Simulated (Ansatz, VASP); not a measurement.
**One calculation of Yb, two programs**

Contents of INCAR:

```
SYSTEM = Yb
PREC = Accurate
ENCUT = 520
EDIFF = 1E-8
ISMEAR = -1
SIGMA = 0.05
LREAL = .FALSE.
LASPH = .TRUE.
NELM = 80
ALGO = Normal
ISIF = 2
LWAVE = .FALSE.
LCHARG = .FALSE.
GGA = PS
LEFG = .TRUE.
NBANDS = 18
```

The input KPOINTS:

```
Automatic mesh
0
G
  12 12 12
  0 0 0
```

The input POSCAR:

```
Yb
1.0
   -2.1079364751      2.1079364751      2.1079364751
    2.1079364751     -2.1079364751      2.1079364751
    2.1079364751      2.1079364751     -2.1079364751
Yb
1
Direct
    0.0000000000      0.0000000000      0.0000000000
```

Input for Ansatz:

```yaml
crystal:
  lattice:
    - [-2.1079364751, 2.1079364751, 2.1079364751]
    - [2.1079364751, -2.1079364751, 2.1079364751]
    - [2.1079364751, 2.1079364751, -2.1079364751]
  atoms:
    - { symbol: Yb, position: [0.0, 0.0, 0.0] }
kpoints:
  mp_grid: { grid: [12, 12, 12] }
scf:
  occupations: { method: fermi_dirac, width: 0.05 }
hamiltonian:
  xc: pbesol
  pseudopotentials: { kind: paw }
output:
  forces: true
  stress: true
  eigenvalues: true
  efg: { contact_densities: true }
```

Change from the starting cell: volume scaled by 0.9405, PAW files.

Alike in both runs: task electric field gradients; functional PBEsol; k mesh 12 × 12 × 12; occupations fermi-dirac, width 0.05 eV; no spin polarisation.

|  | VASP | Ansatz |
| --- | --- | --- |
| version | VASP 6.6.1 | Ansatz 0.2.0 |
| potentials or method | VASP PAW PBE potentials, release 64 (Yb) | PAW with Ansatz's default frozen-core files, scalar-relativistic |
| plane-wave cutoff (eV) | 520 | 420 |
| valence electrons in the cell | 24 | 24 |

```tsv
	VASP	Ansatz	Ansatz less VASP
pressure (GPa)	-3.0	-2.8	+0.13
```

VASP's potentials were made for PBE, not for PBEsol. With one functional, cell and mesh, what is left measures potentials, basis and numerics.

Neither program's run includes spin-orbit coupling.
